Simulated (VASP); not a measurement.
# SmTa3Cl2 (I4/mmm) in VASP: single point with PBE

Aim: the single point of SmTa3Cl2 with PBE.

Program: VASP 6.6.1. These are calculated values, not measurements. Logs are shortened: lines on timing, memory, paths and dates and some standing lists are left out, and cuts for length are marked.

### Step 1. The cell of the first run

It takes space group I4/mmm (No. 139, tetragonal). Conventional cell: a = 4.875 Å, b = 4.875 Å, c = 9.982 Å, α = 90.00°, β = 90.00°, γ = 90.00°. Within 3.5 Å of Sm (site symmetry 4/mmm) lie 2 Cl at 2.63 Å and 12 Ta at 3.45 to 3.49 Å. Ta (site symmetry -4m2) has 4 Cl at 2.44 Å within 3.2 Å. Ta (site symmetry 4/mmm) has 2 Cl at 2.36 Å within 3.1 Å. Cl (site symmetry 4mm) has 5 Ta at 2.36 to 2.44 Å and 1 Sm at 2.63 Å within 3.1 Å.

The cell was built from a structure type or drawn by symmetry, and may not be a known phase.

### Step 2. Single point, PBE

The input, INCAR:

```
SYSTEM = SmTa3Cl2
PREC = Accurate ; ENCUT = 500
EDIFF = 1E-6 ; ISMEAR = 0
SIGMA = 0.2 ; LREAL = .False.
LASPH = .True. ; NELM = 200
ALGO = Normal ; ISIF = 2
LWAVE = .False. ; LCHARG = .False.
GGA = PE ; NBANDS = 38
GGA_COMPAT = .False. ; LMAXMIX = 6
```

The input, KPOINTS:

```
Automatic mesh
0
Gamma
  4 4 4
  0 0 0
```

The input, POSCAR:

```
SmTa3Cl2
1.0
   -2.4374941939      2.4374941939      4.9908389582
    2.4374941939     -2.4374941939      4.9908389582
    2.4374941939      2.4374941939     -4.9908389582
Sm Ta Cl
1 3 2
Direct
    0.0000000000      0.0000000000      0.0000000000
    0.7500000000      0.2500000000      0.5000000000
    0.2500000000      0.7500000000      0.5000000000
    0.5000000000      0.5000000000      0.0000000000
    0.2634226375      0.2634226375      0.0000000000
    0.7365773625      0.7365773625      0.0000000000
```

Potentials or basis: VASP PAW PBE potentials, release 64 (Sm_3, Ta_pv, Cl), 4f in core.

On the command line:

```sh
> cat potpaw_PBE.64/Sm_3/POTCAR potpaw_PBE.64/Ta_pv/POTCAR potpaw_PBE.64/Cl/POTCAR > POTCAR
> mpirun -np 1 vasp_std > vasp.out
```

OUTCAR:

```text
SYSTEM = SmTa3Cl2
   PREC = Accurate
   ENCUT = 500
   EDIFF = 1E-6
   ISMEAR = 0
   LREAL = .False.
   LASPH = .True.
   NELM = 200
   ISIF = 2
   GGA = PE

 ion  position               nearest neighbor table
   1  0.000  0.000  0.000-   5 2.63   6 2.63   4 3.45   4 3.45   4 3.45   4 3.45   2 3.49   2 3.49
                             3 3.49   2 3.49   2 3.49   3 3.49   3 3.49   3 3.49
   2  0.750  0.250  0.500-   5 2.44   6 2.44   5 2.44   6 2.44   3 3.45   3 3.45   3 3.45   3 3.45
                             4 3.49   4 3.49   1 3.49   4 3.49   4 3.49   1 3.49   1 3.49   1 3.49
   3  0.250  0.750  0.500-   5 2.44   6 2.44   5 2.44   6 2.44   2 3.45   2 3.45   2 3.45   2 3.45
                             4 3.49   4 3.49   1 3.49   1 3.49   4 3.49   4 3.49   1 3.49   1 3.49
   4  0.500  0.500  0.000-   5 2.36   6 2.36   1 3.45   1 3.45   1 3.45   1 3.45   3 3.49   2 3.49
                             3 3.49   2 3.49   3 3.49   3 3.49   2 3.49   2 3.49
   5  0.263  0.263  0.000-   4 2.36   3 2.44   2 2.44   3 2.44   2 2.44   1 2.63
   6  0.737  0.737  0.000-   4 2.36   2 2.44   3 2.44   2 2.44   3 2.44   1 2.63

  LATTYP: Found a body centered tetragonal cell.
 ALAT       =     4.8749883878
 C/A-ratio  =     2.0475285524

  Lattice vectors:

 A1 = (  -2.4374941939,   2.4374941939,   4.9908389582)
 A2 = (   2.4374941939,  -2.4374941939,   4.9908389582)
 A3 = (   2.4374941939,   2.4374941939,  -4.9908389582)

Analysis of symmetry for initial positions (statically):
=====================================================================
 Subroutine PRICEL returns:
 Original cell was already a primitive cell.

 Routine SETGRP: Setting up the symmetry group for a
 body centered tetragonal supercell.

 Subroutine GETGRP returns: Found 16 space group operations
 (whereof 16 operations were pure point group operations)
 out of a pool of 16 trial point group operations.

The static configuration has the point symmetry D_4h.

Analysis of symmetry for dynamics (positions and initial velocities):
=====================================================================
 Subroutine PRICEL returns:
 Original cell was already a primitive cell.

 Routine SETGRP: Setting up the symmetry group for a
 body centered tetragonal supercell.

 Subroutine GETGRP returns: Found 16 space group operations
 (whereof 16 operations were pure point group operations)
 out of a pool of 16 trial point group operations.

The dynamic configuration has the point symmetry D_4h.

 Subroutine INISYM returns: Found 16 space group operations
 (whereof 16 operations are pure point group operations),
 and found     1 'primitive' translations

----------------------------------------------------------------------------------------

                                     Primitive cell

  volume of cell :     118.6098

  direct lattice vectors                    reciprocal lattice vectors
    -2.437494194  2.437494194  4.990838958     0.000000000  0.205128694  0.100183557
     2.437494194 -2.437494194  4.990838958     0.205128694  0.000000000  0.100183557
     2.437494194  2.437494194 -4.990838958     0.205128694  0.205128694  0.000000000

  length of vectors
     6.065577417  6.065577417  6.065577417     0.228286062  0.228286062  0.290095781

  position of ions in fractional coordinates (direct lattice)
     0.000000000  0.000000000  0.000000000
     0.750000000  0.250000000  0.500000000
     0.250000000  0.750000000  0.500000000
     0.500000000  0.500000000  0.000000000
     0.263422637  0.263422637  0.000000000
     0.736577363  0.736577363  0.000000000

  ion indices of the primitive-cell ions
   primitive index   ion index
                 1           1
                 2           2
                 3           3
                 4           4
                 5           5
                 6           6

----------------------------------------------------------------------------------------

 KPOINTS: Automatic mesh

Automatic generation of k-mesh.
 Grid dimensions read from file:
 generate k-points for:    4    4    4

 Generating k-lattice:

  Cartesian coordinates                     Fractional coordinates (reciprocal lattice)
     0.000000000  0.051282173  0.025045889     0.250000000 -0.000000000  0.000000000
     0.051282173  0.000000000  0.025045889    -0.000000000  0.250000000  0.000000000
     0.051282173  0.051282173  0.000000000     0.000000000  0.000000000  0.250000000

  Length of vectors
     0.057071516  0.057071516  0.072523945

  Shift w.r.t. Gamma in fractional coordinates (k-lattice)
     0.000000000  0.000000000  0.000000000

 Subroutine IBZKPT returns following result:
 ===========================================

 Found     13 irreducible k-points:

 Following reciprocal coordinates:
            Coordinates               Weight
  0.000000  0.000000  0.000000      1.000000
  0.250000 -0.000000  0.000000      8.000000
  0.500000 -0.000000  0.000000      4.000000
  0.250000  0.250000  0.000000      8.000000
  0.500000  0.250000  0.000000     16.000000
 -0.250000  0.250000  0.000000      4.000000
  0.500000  0.500000  0.000000      2.000000
  0.250000  0.250000  0.250000      2.000000
 -0.250000  0.250000  0.250000      4.000000
  0.500000  0.500000  0.250000      4.000000
 -0.250000  0.500000  0.250000      8.000000
 -0.250000 -0.250000  0.250000      2.000000
  0.500000  0.500000  0.500000      1.000000
   k-points           NKPTS =     13   k-points in BZ     NKDIM =     13   number of bands    NBANDS=     38
   number of dos      NEDOS =    301   number of ions     NIONS =      6
   total plane-waves  NPLWV = 110592
   dimension x,y,z NGX =    48 NGY =   48 NGZ =   48
   dimension x,y,z NGXF=    96 NGYF=   96 NGZF=   96
   ions per type =               1   3   2
   NGX,Y,Z   is equivalent  to a cutoff of  13.16, 13.16, 13.16 a.u.
   NGXF,Y,Z  is equivalent  to a cutoff of  26.31, 26.31, 26.31 a.u.
 SYSTEM =  SmTa3Cl2
   PREC   = accura    normal or accurate (medium, high low for compatibility)
   ISTART =      0    job   : 0-new  1-cont  2-samecut
   ICHARG =      2    charge: 1-file 2-atom 10-const
   ISPIN  =      1    spin polarized calculation?
   LNONCOLLINEAR =      F non collinear calculations
   LSORBIT =      F    spin-orbit coupling
   LASPH  =      T    aspherical Exc in radial PAW
   ENCUT  =  500.0 eV  36.75 Ry    6.06 a.u.  11.06 11.06 11.06*2*pi/ulx,y,z
   NELM   =    200;   NELMIN=  2; NELMDL= -5     # of ELM steps
   EDIFF  = 0.1E-05   stopping-criterion for ELM
   LREAL  =      F    real-space projection
   EDIFFG = 0.1E-04   stopping-criterion for IOM
   NSW    =      0    number of steps for IOM
   IBRION =     -1    ionic relax: 0-MD 1-quasi-New 2-CG
   NFREE  =      0    steps in history (QN), initial steepest desc. (CG)
   ISIF   =      2    stress and relaxation
   ISYM   =      2    0-nonsym 1-usesym 2-fastsym
   POTIM  = 0.5000    time-step for ionic-motion
   TEBEG  =    0.0;   TEEND  =   0.0 temperature during run
   PSTRESS=    0.0 pullay stress
   NELECT =      58.0000    total number of electrons
   NUPDOWN=      -1.0000    fix difference up-down
   EMIN   =  10.00;   EMAX   =-10.00  energy-range for DOS
   EFERMI =   0.00;   METHOD = LEGACY
   ISMEAR =     0;   SIGMA  =   0.20  broadening in eV -4-tet -1-fermi 0-gaus
   EFERMI_NEDOS =   21; number of points for ismear=-14 and -15
   IALGO  =     38    algorithm
   IMIX   =      4    mixing-type and parameters
     AMIX     =   0.40;   BMIX     =  1.00
     AMIX_MAG =   1.60;   BMIX_MAG =  1.00
  volume/ion in A,a.u.               =      19.77       133.40
  Fermi-wavevector in a.u.,A,eV,Ry     =   1.289765  2.437302 22.633206  1.663494
  Thomas-Fermi vector in A             =   2.421638
   LORBIT       =      0    0 simple, 1 ext, 2 COOP (PROOUT), +10 PAW based schemes
   GGA     = PE    functional components
   LHFCALC =     F    Hartree Fock is set to
   AEXX    =    0.0000 exact exchange contribution
   IVDW    =     0    specifies the selected vdW correction
   LEPSILON=     F    determine dielectric tensor
   LRPA    =     F    only Hartree local field effects (RPA)
 non-spin polarized calculation
 Gauss-broadening in eV      SIGMA  =   0.20
  energy-cutoff  :      500.00
  volume of cell :      118.61
 maximum number of plane-waves:      3032
 NGX is ok and might be reduce to    48
   NGX = 23   NGY = 23   NGZ = 23

 number of electron      57.9999996 magnetization

 Free energy of the ion-electron system (eV)
  ---------------------------------------------------
  ext. energy  EPLUGINS =         0.00000000
  ---------------------------------------------------
  free energy    TOTEN  =       -39.45910605 eV

  energy without entropy =      -39.32473805  energy(sigma->0) =      -39.39192205

 E-fermi :   6.3562     XC(G=0): -11.4143

 val. band max:        6.3401120301   @ k =   0.5000  -0.0000   0.0000
 cond. band min:       6.4134761571   @ k =   0.5000   0.2500   0.0000
 fundamental gap:      0.0733641269
 Fermi energy:         6.3561555621

 k-point     1 :       0.0000    0.0000    0.0000
  band No.  band energies     occupation
      1     -34.4053      2.00000
      2     -29.1614      2.00000
      3     -29.1614      2.00000
      4     -29.0200      2.00000
      5     -29.0200      2.00000
      6     -29.0081      2.00000
[... 30 lines left out ...]
     37       8.3870      0.00000
     38       8.8196      0.00000

 k-point     2 :       0.2500   -0.0000    0.0000
  band No.  band energies     occupation
      1     -34.4054      2.00000
      2     -29.1643      2.00000
      3     -29.1410      2.00000
      4     -29.0543      2.00000
      5     -29.0410      2.00000
      6     -28.9818      2.00000
[... 30 lines left out ...]
     37       8.7663      0.00000
     38       9.2039      0.00000

 k-point     3 :       0.5000   -0.0000    0.0000
  band No.  band energies     occupation
      1     -34.4055      2.00000
      2     -29.1446      2.00000
      3     -29.1083      2.00000
      4     -29.0927      2.00000
      5     -29.0900      2.00000
      6     -28.9583      2.00000
[... 30 lines left out ...]
     37       8.5427      0.00000
     38       8.9503      0.00000

 k-point     4 :       0.2500    0.2500    0.0000
  band No.  band energies     occupation
      1     -34.4054      2.00000
      2     -29.2057      2.00000
      3     -29.1352      2.00000
      4     -29.0792      2.00000
      5     -29.0062      2.00000
      6     -28.9655      2.00000
[... 30 lines left out ...]
     37       9.1915      0.00000
     38       9.2157      0.00000
[... 252 lines left out ...]
      4     -29.0766      2.00000
      5     -29.0394      2.00000
      6     -28.9635      2.00000
[... 30 lines left out ...]
     37       8.7677      0.00000
     38       8.9658      0.00000

 k-point    12 :      -0.2500   -0.2500    0.2500
  band No.  band energies     occupation
      1     -34.4056      2.00000
      2     -29.1633      2.00000
      3     -29.1633      2.00000
      4     -29.0189      2.00000
      5     -29.0189      2.00000
      6     -29.0009      2.00000
[... 30 lines left out ...]
     37       8.3851      0.00000
     38       8.8183      0.00000

 k-point    13 :       0.5000    0.5000    0.5000
  band No.  band energies     occupation
      1     -34.4058      2.00000
      2     -29.1651      2.00000
      3     -29.1651      2.00000
      4     -29.0179      2.00000
      5     -29.0179      2.00000
      6     -28.9934      2.00000
[... 30 lines left out ...]
     37       8.8171      0.00000
     38       9.4641      0.00000

------------------------ aborting loop because EDIFF is reached ----------------------------------------

  FORCE on cell =-STRESS in cart. coord.  units (eV):
  Direction    XX          YY          ZZ          XY          YZ          ZX
  --------------------------------------------------------------------------------------
  -------------------------------------------------------------------------------------
  Total        0.4759337      0.4759337      0.7760385      0.0000000      0.0000000      0.0000000
  in kB        6.4288942      6.4288942     10.4826988      0.0000000      0.0000000      0.0000000
  external PRESSURE =       7.7801624 kB  Pullay stress =       0.0000000 kB

 VOLUME and BASIS-vectors are now :
 -----------------------------------------------------------------------------
  energy-cutoff  :      500.00
  volume of cell :      118.61
      direct lattice vectors                 reciprocal lattice vectors
    -2.437494194  2.437494194  4.990838958     0.000000000  0.205128694  0.100183557
     2.437494194 -2.437494194  4.990838958     0.205128694  0.000000000  0.100183557
     2.437494194  2.437494194 -4.990838958     0.205128694  0.205128694  0.000000000

 POSITION                                       TOTAL-FORCE (eV/Angst)
 -----------------------------------------------------------------------------------
      0.00000      0.00000      0.00000         0.000000      0.000000      0.000000
      0.00000      2.43749      2.49542         0.000000      0.000000      0.000000
      2.43749      0.00000      2.49542         0.000000      0.000000      0.000000
      0.00000      0.00000      4.99084         0.000000      0.000000      0.000000
      0.00000      0.00000      2.62940         0.000000      0.000000      0.004412
      0.00000      0.00000      7.35228        -0.000000     -0.000000     -0.004412
 -----------------------------------------------------------------------------------
    total drift:                                0.000000     -0.000000      0.000000

  FREE ENERGIE OF THE ION-ELECTRON SYSTEM (eV)
  ---------------------------------------------------
  free  energy   TOTEN  =       -39.4591060498 eV

  energy  without entropy=      -39.3247380550  energy(sigma->0) =      -39.39192205
```

Run time: 77 s. Hardware: 1 thread of Intel Xeon Platinum 8259CL at 2.50GHz (Skylake/Cascade Lake), shared host; peak memory 0.34 GiB.

Results:

```
Free energy            : -39.4591 eV
Pressure               : 0.8 GPa
Largest force          : 0.004 eV/Å
Band gap on the k mesh : zero (bands 29 and 30 overlap by 1.03 eV)
```

Forces on the atoms (eV/Å):
```
Sm   0.000  0.000  0.000
Ta   0.000  0.000  0.000
Ta   0.000  0.000  0.000
Ta   0.000  0.000  0.000
Cl   0.000  0.000  0.004
Cl   0.000  0.000 -0.004
```

Levels at points of the mesh, in eV from the Fermi level:
```tsv
k point	band 27	band 28	band 29	band 30	band 31	band 32
(0.00, 0.00, 0.00)	-0.98	-0.83	-0.83	-0.17	-0.11	0.47
(0.50, 0.00, 0.00)	-0.56	-0.46	-0.42	-0.02	0.44	0.47
(0.50, 0.50, 0.00)	-0.25	-0.05	0.67	0.93	1.01	1.12
(0.50, 0.50, 0.50)	-0.97	-0.97	-0.78	0.26	0.26	0.71
```

Caveat: spin-orbit coupling is left out, which moves the levels of the heavy elements; the 4f electrons are frozen in the core, so they carry no moment and show no levels; the run has no spin polarisation, though such a crystal can be magnetic. With open d or f shells a metallic result of PBE can be an artefact of self-interaction; +U or a hybrid may open a gap.
